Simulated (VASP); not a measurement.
# Pt (I4/mmm) in VASP: notebook

Pt is run at these levels: PBEsol; tasks: single point.

All numbers are computed with VASP 6.6.1; they aren't measurements. Logs are shortened: lines on timing, memory, paths and dates and some standing lists are left out, and cuts for length are marked.

**1. The cell of the first run**

The structure is tetragonal, space group I4/mmm (No. 139). Conventional cell: a = 3.027 Å, b = 3.027 Å, c = 3.168 Å, α = 90.00°, β = 90.00°, γ = 90.00°. Within 3.5 Å of Pt (site symmetry 4/mmm) lie 14 Pt at 2.66 to 3.17 Å.

**2. Single point, PBEsol (strain -0.030 along x and y, +0.015 along z)**

Input file INCAR:

```
SYSTEM = Pt
PREC = Accurate ; ENCUT = 520
EDIFF = 1E-7 ; ISMEAR = 0
SIGMA = 0.15 ; LREAL = .False.
LASPH = .True. ; NELM = 80
ALGO = Fast ; ISIF = 2
LWAVE = .False. ; LCHARG = .True.
GGA = PS ; LELF = .True.
LVHAR = .True. ; NBANDS = 11
```

Input file KPOINTS:

```
regular mesh
0
Gamma
  26 26 26
  0 0 0
```

Input file POSCAR:

```
Pt
1.0
   -1.5136564832      1.5136564832      1.5838776602
    1.5136564832     -1.5136564832      1.5838776602
    1.5136564832      1.5136564832     -1.5838776602
Pt
1
Direct
    0.0000000000      0.0000000000      0.0000000000
```

Potentials or basis: VASP PAW PBE potentials, release 64 (Pt).

Launch:

```sh
$ cat potpaw_PBE.64/Pt/POTCAR > POTCAR
$ mpirun -np 1 vasp_std > vasp.out
```

OUTCAR:

```text
SYSTEM = Pt
   PREC = Accurate
   ENCUT = 520
   EDIFF = 1E-7
   ISMEAR = 0
   LREAL = .False.
   LASPH = .True.
   NELM = 80
   ISIF = 2
   GGA = PS

 ion  position               nearest neighbor table
   1  0.000  0.000  0.000-

  LATTYP: Found a body centered tetragonal cell.
 ALAT       =     3.0273129664
 C/A-ratio  =     1.0463917525

  Lattice vectors:

 A1 = (  -1.5136564832,   1.5136564832,   1.5838776602)
 A2 = (   1.5136564832,  -1.5136564832,   1.5838776602)
 A3 = (   1.5136564832,   1.5136564832,  -1.5838776602)

Analysis of symmetry for initial positions (statically):
=====================================================================
 Subroutine PRICEL returns:
 Original cell was already a primitive cell.

 Routine SETGRP: Setting up the symmetry group for a
 body centered tetragonal supercell.

 Subroutine GETGRP returns: Found 16 space group operations
 (whereof 16 operations were pure point group operations)
 out of a pool of 16 trial point group operations.

The static configuration has the point symmetry D_4h.

Analysis of symmetry for dynamics (positions and initial velocities):
=====================================================================
 Subroutine PRICEL returns:
 Original cell was already a primitive cell.

 Routine SETGRP: Setting up the symmetry group for a
 body centered tetragonal supercell.

 Subroutine GETGRP returns: Found 16 space group operations
 (whereof 16 operations were pure point group operations)
 out of a pool of 16 trial point group operations.

The dynamic configuration has the point symmetry D_4h.

 Subroutine INISYM returns: Found 16 space group operations
 (whereof 16 operations are pure point group operations),
 and found     1 'primitive' translations

----------------------------------------------------------------------------------------

                                     Primitive cell

  volume of cell :      14.5156

  direct lattice vectors                    reciprocal lattice vectors
    -1.513656483  1.513656483  1.583877660     0.000000000  0.330325940  0.315680947
     1.513656483 -1.513656483  1.583877660     0.330325940  0.000000000  0.315680947
     1.513656483  1.513656483 -1.583877660     0.330325940  0.330325940  0.000000000

  length of vectors
     2.662889472  2.662889472  2.662889472     0.456913216  0.456913216  0.467151424

  position of ions in fractional coordinates (direct lattice)
     0.000000000  0.000000000  0.000000000

  ion indices of the primitive-cell ions
   primitive index   ion index
                 1           1

----------------------------------------------------------------------------------------

 KPOINTS: regular mesh

Automatic generation of k-mesh.
 Grid dimensions read from file:
 generate k-points for:   26   26   26

 Generating k-lattice:

  Cartesian coordinates                     Fractional coordinates (reciprocal lattice)
     0.000000000  0.012704844  0.012141575     0.038461538  0.000000000 -0.000000000
     0.012704844  0.000000000  0.012141575     0.000000000  0.038461538 -0.000000000
     0.012704844  0.012704844  0.000000000     0.000000000  0.000000000  0.038461538

  Length of vectors
     0.017573585  0.017573585  0.017967362

  Shift w.r.t. Gamma in fractional coordinates (k-lattice)
     0.000000000  0.000000000  0.000000000

 Subroutine IBZKPT returns following result:
 ===========================================

 Found   1330 irreducible k-points:

 Following reciprocal coordinates:
            Coordinates               Weight
  0.000000  0.000000  0.000000      1.000000
  0.038462 -0.000000  0.000000      8.000000
  0.076923 -0.000000  0.000000      8.000000
  0.115385  0.000000  0.000000      8.000000
  0.153846 -0.000000  0.000000      8.000000
  0.192308 -0.000000  0.000000      8.000000
[... 16 lines left out ...]
  0.346154  0.038462  0.000000     16.000000
  0.384615  0.038462  0.000000     16.000000
 [... further k-points ...]
   k-points           NKPTS =   1330   k-points in BZ     NKDIM =   1330   number of bands    NBANDS=     11
   number of dos      NEDOS =    301   number of ions     NIONS =      1
   total plane-waves  NPLWV =   8000
   dimension x,y,z NGX =    20 NGY =   20 NGZ =   20
   dimension x,y,z NGXF=    40 NGYF=   40 NGZF=   40
   ions per type =               1
   NGX,Y,Z   is equivalent  to a cutoff of  12.49, 12.49, 12.49 a.u.
   NGXF,Y,Z  is equivalent  to a cutoff of  24.97, 24.97, 24.97 a.u.
 SYSTEM =  Pt
   PREC   = accura    normal or accurate (medium, high low for compatibility)
   ISTART =      0    job   : 0-new  1-cont  2-samecut
   ICHARG =      2    charge: 1-file 2-atom 10-const
   ISPIN  =      1    spin polarized calculation?
   LNONCOLLINEAR =      F non collinear calculations
   LSORBIT =      F    spin-orbit coupling
   LASPH  =      T    aspherical Exc in radial PAW
   ENCUT  =  520.0 eV  38.22 Ry    6.18 a.u.   4.95  4.95  4.95*2*pi/ulx,y,z
   NELM   =     80;   NELMIN=  2; NELMDL= -5     # of ELM steps
   EDIFF  = 0.1E-06   stopping-criterion for ELM
   LREAL  =      F    real-space projection
   EDIFFG = 0.1E-05   stopping-criterion for IOM
   NSW    =      0    number of steps for IOM
   IBRION =     -1    ionic relax: 0-MD 1-quasi-New 2-CG
   NFREE  =      0    steps in history (QN), initial steepest desc. (CG)
   ISIF   =      2    stress and relaxation
   ISYM   =      2    0-nonsym 1-usesym 2-fastsym
   POTIM  = 0.5000    time-step for ionic-motion
   TEBEG  =    0.0;   TEEND  =   0.0 temperature during run
   PSTRESS=    0.0 pullay stress
   NELECT =      10.0000    total number of electrons
   NUPDOWN=      -1.0000    fix difference up-down
   EMIN   =  10.00;   EMAX   =-10.00  energy-range for DOS
   EFERMI =   0.00;   METHOD = LEGACY
   ISMEAR =     0;   SIGMA  =   0.15  broadening in eV -4-tet -1-fermi 0-gaus
   EFERMI_NEDOS =   21; number of points for ismear=-14 and -15
   IALGO  =     68    algorithm
   IMIX   =      4    mixing-type and parameters
     AMIX     =   0.40;   BMIX     =  1.00
     AMIX_MAG =   1.60;   BMIX_MAG =  1.00
  volume/ion in A,a.u.               =      14.52        97.96
  Fermi-wavevector in a.u.,A,eV,Ry     =   1.445871  2.732299 28.443545  2.090542
  Thomas-Fermi vector in A             =   2.564003
   LORBIT       =      0    0 simple, 1 ext, 2 COOP (PROOUT), +10 PAW based schemes
   GGA     = PS    functional components
   LHFCALC =     F    Hartree Fock is set to
   AEXX    =    0.0000 exact exchange contribution
   IVDW    =     0    specifies the selected vdW correction
   LEPSILON=     F    determine dielectric tensor
   LRPA    =     F    only Hartree local field effects (RPA)
 non-spin polarized calculation
 RMM-DIIS sequential band-by-band and
 Gauss-broadening in eV      SIGMA  =   0.15
  energy-cutoff  :      520.00
  volume of cell :       14.52
 maximum number of plane-waves:       405
   NGX =  9   NGY =  9   NGZ =  9

 number of electron      10.0000000 magnetization

 Free energy of the ion-electron system (eV)
  ---------------------------------------------------
  ext. energy  EPLUGINS =         0.00000000
  ---------------------------------------------------
  free energy    TOTEN  =        -6.83614614 eV

  energy without entropy =       -6.82716147  energy(sigma->0) =       -6.83165380

 E-fermi :  11.6247     XC(G=0): -13.8480

 val. band max:       11.6240858281   @ k =  -0.4231  -0.4615   0.3462
 cond. band min:      11.6268632584   @ k =  -0.3462   0.4615   0.2308
 fundamental gap:      0.0027774303
 Fermi energy:        11.6247458849

 k-point     1 :       0.0000    0.0000    0.0000
  band No.  band energies     occupation
      1       1.1240      2.00000
      2       7.5004      2.00000
      3       7.5004      2.00000
      4       7.9234      2.00000
      5      10.1693      2.00000
      6      10.7140      2.00000
      7      28.0585      0.00000
      8      28.9505      0.00000
      9      28.9505      0.00000
     10      39.2367      0.00000
     11      39.3230      0.00000

 k-point     2 :       0.0385   -0.0000    0.0000
  band No.  band energies     occupation
      1       1.1890      2.00000
      2       7.5018      2.00000
      3       7.5137      2.00000
      4       7.9373      2.00000
      5      10.1441      2.00000
      6      10.7005      2.00000
      7      28.1310      0.00000
      8      28.9918      0.00000
      9      29.0486      0.00000
     10      37.8794      0.00000
     11      39.3814      0.00000

 k-point     3 :       0.0769   -0.0000    0.0000
  band No.  band energies     occupation
      1       1.3812      2.00000
      2       7.5036      2.00000
      3       7.5138      2.00000
      4       8.0203      2.00000
      5      10.0719      2.00000
      6      10.6687      2.00000
      7      28.3222      0.00000
      8      29.0873      0.00000
      9      29.3396      0.00000
     10      36.5818      0.00000
     11      38.1018      0.00000

 k-point     4 :       0.1154    0.0000    0.0000
  band No.  band energies     occupation
      1       1.6918      2.00000
      2       7.4439      2.00000
      3       7.5008      2.00000
      4       8.2323      2.00000
      5       9.9681      2.00000
      6      10.6356      2.00000
      7      28.5506      0.00000
      8      29.1372      0.00000
      9      29.8142      0.00000
     10      35.5363      0.00000
     11      36.7704      0.00000
[... 239 lines left out ...]
 k-point    22 :       0.3077    0.0385    0.0000
  band No.  band energies     occupation
      1       4.0542      2.00000
      2       6.5394      2.00000
      3       8.2102      2.00000
      4       9.9433      2.00000
      5      10.6703      2.00000
      6      11.1474      1.99999
      7      23.4728      0.00000
      8      26.5930      0.00000
      9      31.5762      0.00000
     10      34.6098      0.00000
     11      36.7635      0.00000

 k-point    23 :       0.3462    0.0385    0.0000
  band No.  band energies     occupation
      1       4.1758      2.00000
      2       6.3996      2.00000
      3       8.8469      2.00000
      4      10.0448      2.00000
      5      10.7597      2.00000
      6      11.7606      0.20019
      7      21.9258      0.00000
      8      26.0096      0.00000
      9      30.4466      0.00000
     10      35.6754      0.00000
     11      36.6755      0.00000

 k-point    24 :       0.3846    0.0385    0.0000
  band No.  band energies     occupation
      1       4.2040      2.00000
      2       6.2889      2.00000
      3       9.5262      2.00000
      4      10.1424      2.00000
      5      10.9128      2.00000
      6      12.3192      0.00000
      7      20.4908      0.00000
      8      25.5445      0.00000
      9      29.4823      0.00000
     10      36.2183      0.00000
     11      36.6887      0.00000

 [... further k-points ...]
[... 5 lines left out ...]
  --------------------------------------------------------------------------------------
  -------------------------------------------------------------------------------------
  Total        1.1420740      1.1420740      1.5553329      0.0000000      0.0000000      0.0000000
  in kB      126.0574559    126.0574559    171.6712886      0.0000000      0.0000000      0.0000000
  external PRESSURE =     141.2620668 kB  Pullay stress =       0.0000000 kB

 VOLUME and BASIS-vectors are now :
 -----------------------------------------------------------------------------
  energy-cutoff  :      520.00
  volume of cell :       14.52
      direct lattice vectors                 reciprocal lattice vectors
    -1.513656483  1.513656483  1.583877660     0.000000000  0.330325940  0.315680947
     1.513656483 -1.513656483  1.583877660     0.330325940  0.000000000  0.315680947
     1.513656483  1.513656483 -1.583877660     0.330325940  0.330325940  0.000000000

 POSITION                                       TOTAL-FORCE (eV/Angst)
 -----------------------------------------------------------------------------------
      0.00000      0.00000      0.00000        -0.000000     -0.000000      0.000000
 -----------------------------------------------------------------------------------
    total drift:                                0.000000      0.000000      0.000000

  FREE ENERGIE OF THE ION-ELECTRON SYSTEM (eV)
  ---------------------------------------------------
  free  energy   TOTEN  =        -6.8361461353 eV

  energy  without entropy=       -6.8271614714  energy(sigma->0) =       -6.83165380
```

It took 78 s on 1 thread of Intel Xeon 6975P-C (Granite Rapids), shared host; peak memory 0.31 GiB.

Results:

| Quantity | Value |
| --- | --- |
| Free energy | -6.8361 eV |
| Pressure | 14.1 GPa |
| Band gap on the k mesh | zero (band 5 reaches 12.87 eV, above the bottom of band 6 at 10.33 eV) |

Caveat: the cell differs from its parent crystal (strain -0.030 along x and y, +0.015 along z); the PAW data sets were made with another functional, which shifts forces and pressure a little; spin-orbit coupling is left out, which moves the levels of the heavy elements.

**3. Single point, PBEsol (strain -0.030 along x and y, +0.030 along z)**

Input file INCAR:

```
PREC = Accurate ; ENCUT = 520
EDIFF = 1E-6 ; ISMEAR = 0
SIGMA = 0.15 ; LREAL = False
LASPH = True ; NELM = 60
ALGO = Fast ; ISIF = 2
LWAVE = False ; LCHARG = True
GGA = PS ; LELF = True
LVHAR = True ; NBANDS = 11
```

Input file KPOINTS:

```
Automatic mesh
0
Gamma
  26 26 26
```

Input file POSCAR:

```
Pt
1.0
   -1.5136564832      1.5136564832      1.6072847192
    1.5136564832     -1.5136564832      1.6072847192
    1.5136564832      1.5136564832     -1.6072847192
Pt
1
Direct
    0.0000000000      0.0000000000      0.0000000000
```

Potentials or basis: VASP PAW PBE potentials, release 64 (Pt).

Launch:

```sh
$ cat potpaw_PBE.64/Pt/POTCAR > POTCAR
$ mpirun -np 1 vasp_std > vasp.out
```

Run time: 72 s. Hardware: 1 thread of Intel Xeon 6975P-C (Granite Rapids), shared host; peak memory 0.32 GiB.

It converged, with:

| Property | Result |
| --- | --- |
| Free energy | -6.8562 eV |
| Pressure | 9.0 GPa |
| Band gap on the k mesh | zero (band 5 reaches 12.56 eV, above the bottom of band 6 at 10.09 eV) |

Stress tensor (GPa, compression positive):
```
 7.21  0.00  0.00
 0.00  7.21  0.00
 0.00  0.00 12.66
```

Levels at points of the mesh, in eV from the Fermi level:
```csv
k point,band 1,band 2,band 3,band 4,band 5,band 6,band 7,band 8,band 9,band 10
"(0.00, 0.00, 0.00)",-10.35,-4.07,-4.07,-3.53,-1.52,-0.84,16.28,17.44,17.44,26.89
"(0.50, 0.00, 0.00)",-7.35,-5.30,-1.71,-0.70,-0.18,1.11,6.68,13.42,16.87,23.63
"(0.50, 0.50, 0.00)",-7.29,-5.89,-0.86,-0.53,0.23,1.25,7.23,12.80,15.40,24.65
"(0.50, 0.50, 0.50)",-6.87,-6.81,0.46,0.65,0.65,6.53,8.37,8.37,13.57,19.45
```

Caveat: the cell differs from its parent crystal (strain -0.030 along x and y, +0.030 along z); the PAW data sets were made with another functional, which shifts forces and pressure a little; spin-orbit coupling is left out, which moves the levels of the heavy elements.

**4. Single point, PBEsol (strain +0.000 along x and y, -0.030 along z)**

Input file INCAR:

```
PREC = Accurate ; ENCUT = 520
EDIFF = 1E-6 ; ISMEAR = 0
SIGMA = 0.15 ; LREAL = F
LASPH = T ; NELM = 100
ALGO = Fast ; ISIF = 2
LWAVE = F ; LCHARG = T
GGA = PS ; LELF = T
LVHAR = T ; NBANDS = 11
```

KPOINTS is that of step 3.

Input file POSCAR:

```
Pt
1.0
   -1.5604706012      1.5604706012      1.5136564832
    1.5604706012     -1.5604706012      1.5136564832
    1.5604706012      1.5604706012     -1.5136564832
Pt
1
Direct
    0.0000000000      0.0000000000      0.0000000000
```

Launch:

```sh
$ cat potpaw_PBE.64/Pt/POTCAR > POTCAR
$ mpirun -np 1 vasp_std > vasp.out
```

It took 70 s on 1 thread of Intel Xeon 6975P-C (Granite Rapids), shared host; peak memory 0.31 GiB.

It converged, with:

- Free energy: -6.8493 eV
- Pressure: 8.9 GPa
- Band gap on the k mesh: zero (band 5 reaches 12.49 eV, above the bottom of band 6 at 10.07 eV)

Stress tensor (GPa, compression positive):
```
10.03  0.00  0.00
 0.00 10.03  0.00
 0.00  0.00  6.57
```

Levels at points of the mesh, in eV from the Fermi level:
```tsv
k point	band 2	band 3	band 4	band 5	band 6	band 7	band 8	band 9
(0.00, 0.00, 0.00)	-4.09	-3.79	-3.79	-1.32	-0.94	16.83	16.83	17.46
(0.50, 0.00, 0.00)	-5.59	-1.24	-0.62	0.04	1.21	6.96	13.11	16.13
(0.50, 0.50, 0.00)	-5.28	-1.57	-0.84	-0.18	1.15	6.68	13.43	16.90
(0.50, 0.50, 0.50)	-6.81	0.56	0.56	0.66	7.43	7.43	8.39	13.70
```

Caveat: the cell differs from its parent crystal (strain +0.000 along x and y, -0.030 along z); the PAW data sets were made with another functional, which shifts forces and pressure a little; spin-orbit coupling is left out, which moves the levels of the heavy elements.

**5. The runs side by side**

```tsv
cell	further INCAR settings	gap on the mesh (eV)	pressure (GPa)
a = 2.663 Å, angles 110.7, 110.7, 107.0°, 1 atom	ALGO = Fast; EDIFF = 1e-07; NBANDS = 11	none	14.1
a = 2.677 Å, angles 111.1, 111.1, 106.2°, 1 atom	ALGO = Fast; EDIFF = 1e-06; NBANDS = 11	none	9.0
a = 2.676 Å, angles 108.7, 108.7, 111.1°, 1 atom	ALGO = Fast; EDIFF = 1e-06; NBANDS = 11	none	8.9
```

Alike in all rows: task single point; level PBEsol; potentials or basis VASP PAW PBE potentials, release 64 (Pt); no spin polarisation; k mesh 26 × 26 × 26; cutoff (eV) 520; smearing gaussian 0.15 eV.

Caveats: the PAW data sets were made with another functional, which shifts forces and pressure a little; spin-orbit coupling is left out, which moves the levels of the heavy elements.

Total energies depend on the potentials used, so only differences within one code and one set of settings carry meaning.
